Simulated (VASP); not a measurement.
## Rh: single point with RPBE

Rh:

```
Rh
1.0
     2.65447    0.00000    0.00000
     0.00000    2.65447    0.00000
     0.00000    0.00000    2.65447
Rh
1
Direct
  0.00000 0.00000 0.00000
```

This cell differs from its parent crystal: volume scaled by 1.12.

* Program: VASP 6.6.1
* Task: single point
* Functional: RPBE
* Potentials or basis: VASP PAW PBE potentials, release 64 (Rh_pv)
* Cutoff: 520 eV
* k mesh: 14 × 14 × 14
* Occupations: fermi-dirac, width 0.1 eV
* Spin: no spin polarisation
* Dipole correction: no
* Further INCAR settings: ALGO = Normal; EDIFF = 1e-06; NBANDS = 14

```json
{
  "Pressure": "-14.0 GPa"
}
```

Levels at points of the mesh, in eV from the Fermi level:
```csv
k point,band 3,band 4,band 5,band 6,band 7,band 8,band 9,band 10,band 11,band 12
"(0.00, 0.00, 0.00)",-45.81,-5.83,-4.15,-4.15,0.57,0.57,0.57,15.83,15.83,15.83
"(0.50, 0.00, 0.00)",-45.77,-3.65,-3.62,-1.08,-1.08,0.37,0.72,5.21,17.22,20.19
"(0.50, 0.50, 0.00)",-45.74,-4.45,-3.01,-0.77,-0.77,1.81,5.35,5.35,11.59,12.20
"(0.50, 0.50, 0.50)",-46.15,-3.54,-3.54,-3.54,1.91,1.91,10.40,10.90,10.90,10.90
```

Wall time 9.7 s on 1 thread of AMD EPYC 9R45 96-Core Processor (Zen 5), with other jobs on the host, peak memory 0.11 GiB.

Caveat: the PAW data sets were made with another functional, which shifts forces and pressure a little.
